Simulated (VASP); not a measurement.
Here is a VASP 6.6.1 calculation.

Contents of INCAR:

```
SYSTEM = Si
PREC = Accurate ; ENCUT = 400
EDIFF = 1E-6 ; ISMEAR = 0
SIGMA = 0.05 ; LREAL = Auto
LASPH = .TRUE. ; NELM = 200
ALGO = Normal ; ISIF = 2
LWAVE = .FALSE. ; LCHARG = .FALSE.
ISPIN = 2 ; MAGMOM = 0 0 0 0 0 0 0 0 0 0 0 0 0 0 0 0 0 0 0 0 0 0 0 0 0 0 0 0 0 0 0 0 0 0 0 0 0 0 0 0.16 0 0 0 0 0 0 0 0 0 0 0 0 0 0.16 0 0 0 0.16 0.16 0 0 0 0
LORBIT = 11 ; GGA = PE
IVDW = 12 ; NELECT = 253.0
NBANDS = 167 ; GGA_COMPAT = .FALSE.
```

Contents of KPOINTS:

```
regular mesh
0
G
  1 1 1
  0 0 0
```

File POSCAR:

```
Si
1.0
   10.8600000000      0.0000000000      0.0000000000
    0.0000000000     10.8600000000      0.0000000000
    0.0000000000      0.0000000000     10.8600000000
Si
63
Direct
    0.5004721915     -0.0011549724      0.0015740331
    0.6237624309      0.1257256906      0.1272139042
    0.7527422652      0.2458592081     -0.0007229282
    0.8753706262      0.3736559853      0.1231822284
    0.7497763352      0.0003677716      0.2499473297
    0.8718951197      0.1258205341      0.3763398711
    0.0013604052     -0.0028843462     -0.0015030387
    0.1210581031      0.1249669429      0.1263862799
    0.2507335175      0.2476122468      0.0016314917
    0.3753684162      0.3751479742      0.1254546961
    0.5047087477      0.5005603131      0.0044831492
    0.6254644567      0.6293648250      0.1287599448
    0.7521547882      0.7497287293     -0.0013580110
    0.8750369245      0.8745523020      0.1247606814
    0.2492230203     -0.0022167587      0.2458045120
    0.3706939227      0.1253489871      0.3754459484
    0.4975383978      0.2508578269      0.2527255985
    0.6165037753      0.3776395948      0.3816408840
    0.7483411602      0.5007093002      0.2513814917
    0.8774323204      0.6228971455      0.3732912523
    0.4968424494      0.0037518416      0.5020220994
    0.6100237569      0.1392954880      0.6286988950
    0.7455601289      0.2522745856      0.5017242173
    0.8747005525      0.3754011971      0.6248279926
    0.7434797422      0.0067926335      0.7473640884
    0.8766398711      0.1221639042      0.8727599448
    0.0056870166      0.4978362799     -0.0072540516
    0.1267115101      0.6229236648      0.1210721915
    0.2534132597      0.7360488950     -0.0148016575
    0.3722874770      0.8679944751      0.1179407919
   -0.0022746777      0.2517258748      0.2520544199
    0.1258536832      0.3734986188      0.3762464088
    0.2496707182      0.4994255064      0.2499138122
    0.3727830571      0.6259744936      0.3754319521
    0.4981559853      0.7530945672      0.2514989871
    0.6233016575      0.8782353591      0.3764569982
   -0.0020671271     -0.0000403315      0.4993306630
    0.1250122468      0.1241855433      0.6223342541
    0.2531499079      0.2562981584      0.5064011050
    0.3303736648      0.4396283610      0.7059162983
    0.4869420810      0.5046924494      0.5140133517
    0.6264726519      0.6277796501      0.6263147330
    0.7511024862      0.7496883057      0.4957918969
    0.8710819521      0.8762990792      0.6238228361
    0.2504896869      0.0008185083      0.7493959484
    0.3753771639      0.1238560773      0.8767506446
    0.4816448435      0.2719358195      0.7588968692
    0.6281023020      0.3755450276      0.8793498158
    0.7503044199      0.5000289134      0.7503793738
    0.8775142726      0.6241430939      0.8726079190
    0.0012661142      0.7491791897      0.2473510129
    0.1235767956      0.8756528545      0.3732176796
    0.0018802947      0.5004543278      0.5010835175
    0.1332150092      0.6177457643      0.6272305709
    0.2479821363      0.7513563536      0.4993988029
    0.3746897790      0.8744415285      0.6256280847
    0.0009598527      0.2491975138      0.7476244015
    0.1377346225      0.3711069982      0.8628876611
    0.3848059853      0.6045421731      0.8581128913
    0.5023006446      0.7520120626      0.7510292818
    0.6264041436      0.8774429098      0.8759217311
    0.0013983425      0.7486574586      0.7460734807
    0.1268395948      0.8716660221      0.8717974217
```

Potentials or basis: VASP PAW PBE potentials, release 64 (Si).

Command:

```console
$ cat potpaw_PBE.64/Si/POTCAR > POTCAR
$ mpirun -np 1 vasp_gam > vasp.out
```

Task: What does it give for the largest force?

Result: 0.045 eV/Å.

Task: Estimate the net moment.

Result: 0.95 μB per cell.

Forces on the atoms (eV/Å):
```
Si  -0.002 -0.003 -0.001
Si   0.001  0.000  0.001
Si   0.002  0.001  0.004
Si  -0.002 -0.003 -0.001
Si   0.000  0.001  0.000
Si   0.001  0.001  0.000
Si   0.001 -0.001  0.001
Si  -0.002  0.001 -0.002
Si   0.003 -0.001  0.002
Si   0.000 -0.001 -0.001
Si   0.001 -0.005 -0.003
Si  -0.002  0.001 -0.004
Si  -0.001 -0.002  0.003
Si   0.000  0.001 -0.001
Si  -0.003 -0.001  0.000
Si   0.008 -0.001 -0.003
Si  -0.002 -0.001  0.000
Si   0.002 -0.009 -0.003
Si  -0.001  0.004  0.001
Si   0.001  0.002 -0.001
Si  -0.001 -0.001 -0.002
Si   0.004 -0.003  0.003
Si  -0.002  0.000  0.000
Si   0.000 -0.001 -0.001
Si   0.000 -0.001 -0.005
Si   0.004  0.003  0.002
Si   0.000  0.004  0.001
Si  -0.001 -0.002 -0.002
Si  -0.005  0.000  0.003
Si   0.007  0.005 -0.001
Si   0.001  0.000 -0.001
Si   0.000  0.005 -0.002
Si  -0.002  0.000  0.001
Si   0.000 -0.001  0.000
Si  -0.001  0.000  0.001
Si   0.000  0.000  0.000
Si   0.003 -0.002 -0.001
Si  -0.003 -0.002  0.001
Si  -0.011 -0.004 -0.001
Si  -0.006  0.005  0.000
Si   0.003  0.010 -0.005
Si   0.003  0.001 -0.001
Si  -0.002 -0.002  0.002
Si  -0.001  0.004  0.002
Si  -0.001 -0.003  0.001
Si   0.000  0.002  0.005
Si   0.031 -0.031  0.009
Si   0.002  0.000  0.003
Si   0.001  0.000  0.000
Si   0.000  0.001  0.003
Si  -0.001  0.001 -0.002
Si  -0.001  0.000  0.000
Si   0.001 -0.002 -0.002
Si  -0.019  0.018 -0.009
Si   0.000 -0.004  0.002
Si   0.000  0.002  0.000
Si  -0.005 -0.002 -0.001
Si  -0.004 -0.005  0.003
Si   0.006  0.013  0.007
Si   0.001  0.003 -0.002
Si  -0.001 -0.003  0.002
Si  -0.004  0.004 -0.005
Si   0.000  0.002  0.001
```

Caveat: the k points lie up to 0.58 Å⁻¹ apart; the cell carries a net charge on a neutralising background, which shifts energy and pressure.
